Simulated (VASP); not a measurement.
Here is a VASP 6.6.1 calculation.

INCAR

```
PREC = Accurate
ENCUT = 520
EDIFF = 1E-7
ISMEAR = 0
SIGMA = 0.1
LREAL = False
LASPH = True
NELM = 80
ALGO = Normal
ISIF = 2
LWAVE = False
LCHARG = False
GGA = PE
NBANDS = 11
```

File KPOINTS:

```
Automatic mesh
0
Gamma
  16 16 16
```

File POSCAR:

```
Hf
1.0
    0.0000000000      2.2093218000      2.2093218000
    2.2093218000      0.0000000000      2.2093218000
    2.2093218000      2.2093218000      0.0000000000
Hf
1
Direct
    0.0000000000      0.0000000000      0.0000000000
```

Potentials or basis: VASP PAW PBE potentials, release 64 (Hf_pv).

Launch:

```console
$ cat potpaw_PBE.64/Hf_pv/POTCAR > POTCAR
$ mpirun -np 1 vasp_std > vasp.out
```

(1) Predict the band gap on the k mesh.

(2) Estimate the pressure.

## Answers

(1) zero (band 5 reaches 6.42 eV, above the bottom of band 6 at 4.60 eV).

(2) 4.4 GPa.

Caveat: the cell differs from its parent crystal (functional PBE, strained); spin-orbit coupling is left out, which moves the levels of the heavy elements.
